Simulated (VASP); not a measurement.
Set up this calculation in VASP 6.6.1, as the native input.

- Task: single point
- Functional: PBEsol
- Potentials or basis: VASP PAW PBE potentials, release 64 (Pd)
- Cutoff: 520 eV
- k mesh: 20 × 20 × 20
- Occupations: gaussian, width 0.15 eV
- Spin: no spin polarisation
- Dipole correction: no
- Further INCAR settings: ALGO = Normal; EDIFF = 1e-06; NBANDS = 11

The structure of Pd lies in POSCAR:

```
Pd
1.0
    0.0000000000      2.0421450000      1.9935225000
    2.0421450000      0.0000000000      1.9935225000
    2.0421450000      2.0421450000      0.0000000000
Pd
1
Direct
    0.0000000000      0.0000000000      0.0000000000
```

This cell differs from its parent crystal: strain +0.050 along x and y, +0.025 along z.

One way to write it, as run:

INCAR

```
  ALGO = Normal
  EDIFF = 1E-6
  ENCUT = 520
  GGA = PS
  ISIF = 2
  ISMEAR = 0
  LASPH = T
  LCHARG = F
  LREAL = F
  LWAVE = F
  NBANDS = 11
  NELM = 100
  PREC = Accurate
  SIGMA = 0.15
```

KPOINTS

```
k-points
0
Gamma
  20 20 20
```

Potentials or basis: VASP PAW PBE potentials, release 64 (Pd).

Run with:

```console
$ cat potpaw_PBE.64/Pd/POTCAR > POTCAR
$ mpirun -np 1 vasp_std > vasp.out
```

It gave:

```
Pressure               : -18.9 GPa
Band gap on the k mesh : zero (band 5 reaches 8.01 eV, above the bottom of band 6 at 6.68 eV)
```

Caveat: the cell differs from its parent crystal (strain +0.050 along x and y, +0.025 along z); the PAW data sets were made with another functional, which shifts forces and pressure a little.

Wall time 40 s on 1 thread of Intel(R) Xeon(R) Platinum 8488C (Sapphire Rapids), with other jobs on the host, peak memory 0.23 GiB.
